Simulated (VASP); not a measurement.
**BN: single point with PBE**

BN:

```
B N
1.0
     2.55458    0.00000    0.00000
    -1.27729    2.21233    0.00000
     0.00000    0.00000    8.44903
B N
4 4
Direct
  0.55964 0.25498 0.49990
  0.55964 0.25498 0.99990
  0.44036 0.74502 0.24990
  0.44036 0.74502 0.74990
  0.78128 0.41723 0.31260
  0.78128 0.41723 0.81260
  0.21872 0.58277 0.06260
  0.21872 0.58277 0.56260
```

This cell differs from its parent crystal: mode 8 (471.6 1/cm) frozen in, largest displacement +0.263 Å.

* Program: VASP 6.6.1
* Task: single point
* Functional: PBE
* Potentials or basis: VASP PAW PBE potentials, release 64 (B, N)
* Cutoff: 520 eV
* k mesh: 12 × 12 × 4
* Occupations: gaussian, width 0.05 eV
* Spin: no spin polarisation

The pressure is -0.2 GPa. The largest force is 3.440 eV/Å and the band gap on the k mesh is 3.73 eV.

Forces in eV/Å, atoms in the order of the input:
```
B    1.111  1.365  0.244
B    1.111  1.365  0.244
B   -1.111 -1.365  0.244
B   -1.111 -1.365  0.244
N   -2.631 -2.203 -0.244
N   -2.631 -2.203 -0.244
N    2.631  2.203 -0.244
N    2.631  2.203 -0.244
```

Stress tensor (GPa, compression positive):
```
  1.47  -2.12   0.00
 -2.12 -13.53   0.00
  0.00   0.00  11.39
```

Levels at points of the mesh, in eV from the valence-band top:
| k point | band 12 | band 13 | band 14 | band 15 | band 16 | band 17 | band 18 | band 19 | band 20 | band 21 |
| --- | --- | --- | --- | --- | --- | --- | --- | --- | --- | --- |
| (0.00, 0.00, 0.00) | -1.55 | -1.55 | -1.33 | -0.92 | 0.00 | 7.38 | 7.49 | 8.15 | 8.15 | 8.48 |
| (0.50, 0.00, 0.00) | -4.28 | -4.28 | -2.95 | -2.95 | -2.75 | 5.80 | 5.80 | 5.84 | 7.56 | 7.56 |
| (0.00, 0.50, 0.00) | -4.74 | -3.34 | -3.34 | -3.24 | -3.11 | 4.70 | 5.35 | 5.35 | 6.80 | 8.94 |
| (0.50, 0.50, 0.00) | -4.86 | -3.79 | -3.60 | -3.07 | -3.07 | 5.40 | 5.40 | 6.59 | 6.75 | 8.71 |
| (0.00, 0.00, 0.50) | -1.75 | -1.46 | -1.46 | -1.13 | -1.13 | 7.69 | 7.69 | 8.19 | 8.19 | 8.53 |
| (0.50, 0.00, 0.50) | -4.28 | -4.25 | -4.25 | -3.18 | -3.18 | 5.94 | 5.94 | 7.31 | 7.31 | 8.10 |
| (0.00, 0.50, 0.50) | -4.98 | -3.47 | -3.47 | -2.59 | -2.59 | 4.24 | 4.24 | 6.53 | 6.53 | 9.44 |
| (0.50, 0.50, 0.50) | -4.87 | -3.62 | -3.62 | -2.91 | -2.91 | 5.38 | 5.38 | 6.26 | 6.26 | 9.14 |

Wall time 3.1 min on 1 thread of Intel(R) Xeon(R) Platinum 8375C CPU @ 2.90GHz (Ice Lake) (shared host), peak memory 0.31 GiB.

Caveat: the cell differs from its parent crystal (mode 8 (471.6 1/cm) frozen in, largest displacement +0.263 Å); forces of over 1 eV/Å act on the atoms, so gaps and moduli don't describe the material at rest. A k mesh can miss the band edges.
